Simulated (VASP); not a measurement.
A run of VASP 6.6.1 is set up as follows.

File INCAR:

```
SYSTEM = Bi
  PREC = Accurate
  ENCUT = 520
  EDIFF = 1E-6
  ISMEAR = -1
  SIGMA = 0.05
  LREAL = .FALSE.
  LASPH = .TRUE.
  NELM = 60
  ALGO = Normal
  ISIF = 2
  LWAVE = .FALSE.
  LCHARG = .FALSE.
  NBANDS = 22
```

KPOINTS

```
regular mesh
0
G
  8 8 4
  0 0 0
```

POSCAR

```
Bi
1.0
    3.1722683854      0.0000000000      0.0000000000
    0.0000000000      3.1558770435      0.0000000000
   -0.0788124821      0.0000000000      6.3123439430
Bi
2
Direct
    0.5442472500      0.0000000000      0.7495778900
    0.4557527500      0.0000000000      0.2504221100
```

Potentials or basis: VASP PAW LDA potentials, release 64 (Bi_d).

The run is started by

```console
$ cat potpaw_LDA.64/Bi_d/POTCAR > POTCAR
$ mpirun -np 1 vasp_std > vasp.out
```

(1) What does it give for the pressure?

(2) What does it give for the largest force?

(3) Predict the band gap on the k mesh.

Results:

(1) 1.9 GPa.

(2) 0.011 eV/Å.

(3) zero (band 15 reaches 11.42 eV, above the bottom of band 16 at 4.74 eV).

Caveat: spin-orbit coupling is left out, which moves the levels of the heavy elements.
